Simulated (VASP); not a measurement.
# SnO (P4/nmm) in VASP: notebook

Runs on SnO. Level: PBE. Tasks: single point, electric field gradients.

All numbers are computed with VASP 6.6.1; they aren't measurements. Logs are shortened: lines on timing, memory, paths and dates and some standing lists are left out, and cuts for length are marked.

## Step 1: The cell of the first run

The structure is tetragonal, space group P4/nmm (No. 129). Conventional cell: a = 3.802 Å, b = 3.802 Å, c = 4.836 Å, α = 90.00°, β = 90.00°, γ = 90.00°. Within 2.9 Å of Sn (site symmetry 4mm) lie 4 O at 2.22 Å. O (site symmetry -4m2) has 4 Sn at 2.22 Å and 4 O at 2.69 Å within 2.9 Å.

## Step 2: Single point, PBE

Input file POSCAR:

```
SnO
1.0
    3.8020000000      0.0000000000      0.0000000000
    0.0000000000      3.8020000000      0.0000000000
    0.0000000000      0.0000000000      4.8360000000
Sn O
2 2
Direct
    0.0000000000      0.5000000000      0.2385000000
    0.5000000000      0.0000000000      0.7615000000
    0.0000000000      0.0000000000      0.0000000000
    0.5000000000      0.5000000000      0.0000000000
```

Input file INCAR.step1:

```
ALGO = Normal
EDIFF = 1E-7
ENCUT = 520
GGA = PE
ISIF = 2
ISMEAR = -1
LASPH = T
LCHARG = T
LREAL = F
LWAVE = F
NBANDS = 28
NELM = 80
PREC = Accurate
SIGMA = 0.01
```

Input file KPOINTS.step1:

```
k-points
0
Gamma
  8 8 6
```

Input file INCAR.step2:

```
ALGO = Normal
EDIFF = 1E-7
ENCUT = 520
GGA = PE
ICHARG = 11
ISIF = 2
ISMEAR = -5
LASPH = T
LCHARG = F
LORBIT = 11
LREAL = F
LWAVE = F
NBANDS = 28
NEDOS = 2001
NELM = 80
PREC = Accurate
SIGMA = 0.01
```

Input file KPOINTS.step2:

```
k-points
0
Gamma
  12 12 9
```

Potentials or basis: VASP PAW PBE potentials, release 64 (Sn_d, O).

Started as:

```
> cat potpaw_PBE.64/Sn_d/POTCAR potpaw_PBE.64/O/POTCAR > POTCAR
> cp INCAR.step1 INCAR
> cp KPOINTS.step1 KPOINTS
> mpirun -np 1 vasp_std > vasp.out
> cp INCAR.step2 INCAR
> cp KPOINTS.step2 KPOINTS
> mpirun -np 1 vasp_std > vasp.out
```

OUTCAR:

```text
EDIFF = 1E-7
   ENCUT = 520
   GGA = PE
   ICHARG = 11
   ISIF = 2
   ISMEAR = -5
   LASPH = T
   LORBIT = 11
   LREAL = F
   NELM = 80
   PREC = Accurate

 ion  position               nearest neighbor table
   1  0.000  0.500  0.239-   3 2.22   4 2.22   3 2.22   4 2.22   2 3.54   2 3.54   2 3.54   2 3.54
                             2 3.69   2 3.69   2 3.69   2 3.69
   2  0.500  0.000  0.761-   3 2.22   4 2.22   4 2.22   3 2.22   1 3.54   1 3.54   1 3.54   1 3.54
                             1 3.69   1 3.69   1 3.69   1 3.69
   3  0.000  0.000  0.000-   1 2.22   2 2.22   1 2.22   2 2.22
   4  0.500  0.500  0.000-   1 2.22   2 2.22   2 2.22   1 2.22

  LATTYP: Found a simple tetragonal cell.
 ALAT       =     3.8020000000
 C/A-ratio  =     1.2719621252

  Lattice vectors:

 A1 = (   3.8020000000,   0.0000000000,   0.0000000000)
 A2 = (   0.0000000000,   3.8020000000,   0.0000000000)
 A3 = (   0.0000000000,   0.0000000000,   4.8360000000)

Analysis of symmetry for initial positions (statically):
=====================================================================
 Subroutine PRICEL returns:
 Original cell was already a primitive cell.

 Routine SETGRP: Setting up the symmetry group for a
 simple tetragonal supercell.

 Subroutine GETGRP returns: Found 16 space group operations
 (whereof  8 operations were pure point group operations)
 out of a pool of 16 trial point group operations.

The static configuration has the point symmetry D_2d.
 The point group associated with its full space group is D_4h.

Analysis of symmetry for dynamics (positions and initial velocities):
=====================================================================
 Subroutine PRICEL returns:
 Original cell was already a primitive cell.

 Routine SETGRP: Setting up the symmetry group for a
 simple tetragonal supercell.

 Subroutine GETGRP returns: Found 16 space group operations
 (whereof  8 operations were pure point group operations)
 out of a pool of 16 trial point group operations.

The dynamic configuration has the point symmetry D_2d.
 The point group associated with its full space group is D_4h.

 Subroutine INISYM returns: Found 16 space group operations
 (whereof  8 operations are pure point group operations),
 and found     1 'primitive' translations

----------------------------------------------------------------------------------------

                                     Primitive cell

  volume of cell :      69.9054

  direct lattice vectors                    reciprocal lattice vectors
     3.802000000  0.000000000  0.000000000     0.263019463  0.000000000  0.000000000
     0.000000000  3.802000000  0.000000000     0.000000000  0.263019463  0.000000000
     0.000000000  0.000000000  4.836000000     0.000000000  0.000000000  0.206782465

  length of vectors
     3.802000000  3.802000000  4.836000000     0.263019463  0.263019463  0.206782465

  position of ions in fractional coordinates (direct lattice)
     0.000000000  0.500000000  0.238500000
     0.500000000  0.000000000  0.761500000
     0.000000000  0.000000000  0.000000000
     0.500000000  0.500000000  0.000000000

  ion indices of the primitive-cell ions
   primitive index   ion index
                 1           1
                 2           2
                 3           3
                 4           4

----------------------------------------------------------------------------------------

 KPOINTS: k-points

Automatic generation of k-mesh.
 Grid dimensions read from file:
 generate k-points for:   12   12    9

 Generating k-lattice:

  Cartesian coordinates                     Fractional coordinates (reciprocal lattice)
     0.021918289  0.000000000  0.000000000     0.083333333  0.000000000  0.000000000
     0.000000000  0.021918289  0.000000000     0.000000000  0.083333333  0.000000000
     0.000000000  0.000000000  0.022975829     0.000000000  0.000000000  0.111111111

  Length of vectors
     0.021918289  0.021918289  0.022975829

  Shift w.r.t. Gamma in fractional coordinates (k-lattice)
     0.000000000  0.000000000  0.000000000

 TETIRR: Found   1950 inequivalent tetrahedra from     7776

 Subroutine IBZKPT returns following result:
 ===========================================

 Found    140 irreducible k-points:

 Following reciprocal coordinates:
            Coordinates               Weight
  0.000000  0.000000  0.000000      1.000000
  0.083333  0.000000  0.000000      4.000000
  0.166667  0.000000  0.000000      4.000000
  0.250000  0.000000  0.000000      4.000000
  0.333333  0.000000  0.000000      4.000000
  0.416667  0.000000  0.000000      4.000000
[... 16 lines left out ...]
  0.333333  0.333333  0.000000      4.000000
  0.416667  0.333333  0.000000      8.000000
 [... further k-points ...]
   k-points           NKPTS =    140   k-points in BZ     NKDIM =    140   number of bands    NBANDS=     28
   number of dos      NEDOS =   2001   number of ions     NIONS =      4
   total plane-waves  NPLWV =  28224
   dimension x,y,z NGX =    28 NGY =   28 NGZ =   36
   dimension x,y,z NGXF=    56 NGYF=   56 NGZF=   72
   ions per type =               2   2
   NGX,Y,Z   is equivalent  to a cutoff of  12.24, 12.24, 12.38 a.u.
   NGXF,Y,Z  is equivalent  to a cutoff of  24.49, 24.49, 24.75 a.u.
 SYSTEM =  unknown system
   PREC   = accura    normal or accurate (medium, high low for compatibility)
   ISTART =      0    job   : 0-new  1-cont  2-samecut
   ICHARG =     11    charge: 1-file 2-atom 10-const
   ISPIN  =      1    spin polarized calculation?
   LNONCOLLINEAR =      F non collinear calculations
   LSORBIT =      F    spin-orbit coupling
   LASPH  =      T    aspherical Exc in radial PAW
   ENCUT  =  520.0 eV  38.22 Ry    6.18 a.u.   7.07  7.07  8.99*2*pi/ulx,y,z
   NELM   =     80;   NELMIN=  2; NELMDL=  0     # of ELM steps
   EDIFF  = 0.1E-06   stopping-criterion for ELM
   LREAL  =      F    real-space projection
   EDIFFG = 0.1E-05   stopping-criterion for IOM
   NSW    =      0    number of steps for IOM
   IBRION =     -1    ionic relax: 0-MD 1-quasi-New 2-CG
   NFREE  =      0    steps in history (QN), initial steepest desc. (CG)
   ISIF   =      2    stress and relaxation
   ISYM   =      2    0-nonsym 1-usesym 2-fastsym
   POTIM  = 0.5000    time-step for ionic-motion
   TEBEG  =    0.0;   TEEND  =   0.0 temperature during run
   PSTRESS=    0.0 pullay stress
   NELECT =      40.0000    total number of electrons
   NUPDOWN=      -1.0000    fix difference up-down
   EMIN   =  10.00;   EMAX   =-10.00  energy-range for DOS
   EFERMI =   0.00;   METHOD = LEGACY
   ISMEAR =    -5;   SIGMA  =   0.01  broadening in eV -4-tet -1-fermi 0-gaus
   EFERMI_NEDOS =   21; number of points for ismear=-14 and -15
   IALGO  =     38    algorithm
   IMIX   =      4    mixing-type and parameters
     AMIX     =   0.40;   BMIX     =  1.00
     AMIX_MAG =   1.60;   BMIX_MAG =  1.00
  volume/ion in A,a.u.               =      17.48       117.94
  Fermi-wavevector in a.u.,A,eV,Ry     =   1.359121  2.568365 25.132801  1.847209
  Thomas-Fermi vector in A             =   2.485896
   LORBIT       =     11    0 simple, 1 ext, 2 COOP (PROOUT), +10 PAW based schemes
   GGA     = PE    functional components
   LHFCALC =     F    Hartree Fock is set to
   AEXX    =    0.0000 exact exchange contribution
   IVDW    =     0    specifies the selected vdW correction
   LEPSILON=     F    determine dielectric tensor
   LRPA    =     F    only Hartree local field effects (RPA)
 non-spin polarized calculation
 Fermi weights with tetrahedron method with Bloechl corrections
  energy-cutoff  :      520.00
  volume of cell :       69.91
 maximum number of plane-waves:      1902

 number of electron      39.9999990 magnetization

 Free energy of the ion-electron system (eV)
  ---------------------------------------------------
  ext. energy  EPLUGINS =         0.00000000
  ---------------------------------------------------
  free energy    TOTEN  =       -22.66991781 eV

  energy without entropy =      -22.66991781  energy(sigma->0) =      -22.66991781

 E-fermi :   7.2442     XC(G=0): -10.2682

 val. band max:        7.2394590682   @ k =   0.0833   0.0000   0.0000
 cond. band min:       7.2653741309   @ k =   0.5000   0.5000   0.0000
 fundamental gap:      0.0259150628
 Fermi energy:         7.2441756319

 k-point     1 :       0.0000    0.0000    0.0000
  band No.  band energies     occupation
      1     -14.8290      2.00000
      2     -14.3870      2.00000
      3     -14.3860      2.00000
      4     -14.3860      2.00000
      5     -14.3379      2.00000
      6     -14.3305      2.00000
[... 20 lines left out ...]
     27      13.9434      0.00000
     28      14.3547      0.00000

 k-point     2 :       0.0833    0.0000    0.0000
  band No.  band energies     occupation
      1     -14.8251      2.00000
      2     -14.3856      2.00000
      3     -14.3847      2.00000
      4     -14.3842      2.00000
      5     -14.3385      2.00000
      6     -14.3279      2.00000
[... 20 lines left out ...]
     27      14.0793      0.00000
     28      14.9478      0.00000

 k-point     3 :       0.1667    0.0000    0.0000
  band No.  band energies     occupation
      1     -14.8139      2.00000
      2     -14.4043      2.00000
      3     -14.3809      2.00000
      4     -14.3792      2.00000
      5     -14.3532      2.00000
      6     -14.3402      2.00000
[... 20 lines left out ...]
     27      14.2258      0.00000
     28      16.2335      0.00000

 k-point     4 :       0.2500    0.0000    0.0000
  band No.  band energies     occupation
      1     -14.7961      2.00000
      2     -14.4819      2.00000
      3     -14.3744      2.00000
      4     -14.3716      2.00000
      5     -14.3529      2.00000
      6     -14.3424      2.00000
[... 20 lines left out ...]
     27      14.4366      0.00000
     28      17.5840      0.00000

 k-point     5 :       0.3333    0.0000    0.0000
  band No.  band energies     occupation
      1     -14.7717      2.00000
      2     -14.5649      2.00000
      3     -14.3660      2.00000
      4     -14.3629      2.00000
      5     -14.3470      2.00000
      6     -14.3446      2.00000
[... 20 lines left out ...]
     27      14.7219      0.00000
     28      17.4477      0.00000

 k-point     6 :       0.4167    0.0000    0.0000
  band No.  band energies     occupation
      1     -14.7390      2.00000
      2     -14.6372      2.00000
      3     -14.3571      2.00000
      4     -14.3551      2.00000
      5     -14.3468      2.00000
      6     -14.3458      2.00000
[... 463 lines left out ...]
      5     -14.3460      2.00000
      6     -14.3450      2.00000
[... 20 lines left out ...]
     27      14.7414      0.00000
     28      15.4173      0.00000

 k-point    22 :       0.5000    0.2500    0.0000
  band No.  band energies     occupation
      1     -14.7316      2.00000
      2     -14.7316      2.00000
      3     -14.3512      2.00000
      4     -14.3512      2.00000
      5     -14.3475      2.00000
      6     -14.3475      2.00000
[... 20 lines left out ...]
     27      15.0425      0.00000
     28      15.0425      0.00000

 k-point    23 :       0.3333    0.3333    0.0000
  band No.  band energies     occupation
      1     -14.7729      2.00000
      2     -14.6880      2.00000
      3     -14.3598      2.00000
      4     -14.3511      2.00000
      5     -14.3474      2.00000
      6     -14.3390      2.00000
[... 20 lines left out ...]
     27      14.3331      0.00000
     28      15.4546      0.00000

 k-point    24 :       0.4167    0.3333    0.0000
  band No.  band energies     occupation
      1     -14.7669      2.00000
      2     -14.7250      2.00000
      3     -14.3539      2.00000
      4     -14.3518      2.00000
      5     -14.3468      2.00000
      6     -14.3346      2.00000
[... 20 lines left out ...]
     27      14.6838      0.00000
     28      15.0641      0.00000

 [... further k-points ...]

------------------------ aborting loop because EDIFF is reached ----------------------------------------

  FORCE on cell =-STRESS in cart. coord.  units (eV):
  Direction    XX          YY          ZZ          XY          YZ          ZX
  --------------------------------------------------------------------------------------
  -------------------------------------------------------------------------------------
  Total        2.1589597      2.1589597      1.6211447      0.0000000     -0.0000000      0.0000000
  in kB       49.4816998     49.4816998     37.1553914      0.0000000     -0.0000000      0.0000000
  external PRESSURE =      45.3729303 kB  Pullay stress =       0.0000000 kB

 VOLUME and BASIS-vectors are now :
 -----------------------------------------------------------------------------
  energy-cutoff  :      520.00
  volume of cell :       69.91
      direct lattice vectors                 reciprocal lattice vectors
     3.802000000  0.000000000  0.000000000     0.263019463  0.000000000  0.000000000
     0.000000000  3.802000000  0.000000000     0.000000000  0.263019463  0.000000000
     0.000000000  0.000000000  4.836000000     0.000000000  0.000000000  0.206782465

 POSITION                                       TOTAL-FORCE (eV/Angst)
 -----------------------------------------------------------------------------------
      0.00000      1.90100      1.15339         0.000000      0.000000      0.426990
      1.90100      0.00000      3.68261         0.000000      0.000000     -0.426990
      0.00000      0.00000      0.00000         0.000000     -0.000000     -0.000000
      1.90100      1.90100      0.00000        -0.000000      0.000000     -0.000000
 -----------------------------------------------------------------------------------
    total drift:                                0.000000      0.000000      0.000000

  FREE ENERGIE OF THE ION-ELECTRON SYSTEM (eV)
  ---------------------------------------------------
  free  energy   TOTEN  =       -22.6699178050 eV

  energy  without entropy=      -22.6699178050  energy(sigma->0) =      -22.66991781

 total charge

# of ion       s       p       d       tot
------------------------------------------
    1        1.254   0.797  10.078  12.130
    2        1.254   0.797  10.078  12.130
    3        1.577   3.442   0.000   5.019
    4        1.577   3.442   0.000   5.019
--------------------------------------------------
tot          5.662   8.478  20.157  34.297
```

Run time: 2.8 min. Hardware: 1 thread of Intel Xeon Platinum 8375C at 2.90GHz (Ice Lake), shared host; peak memory 0.32 GiB.

What came out:

| Quantity | Value |
| --- | --- |
| Valence electrons inside the program's atomic spheres | Sn 12.13; O 5.02 |

Caveat: spin-orbit coupling is left out, which moves the levels of the heavy elements.

(Part 1 of 2 ends here.)
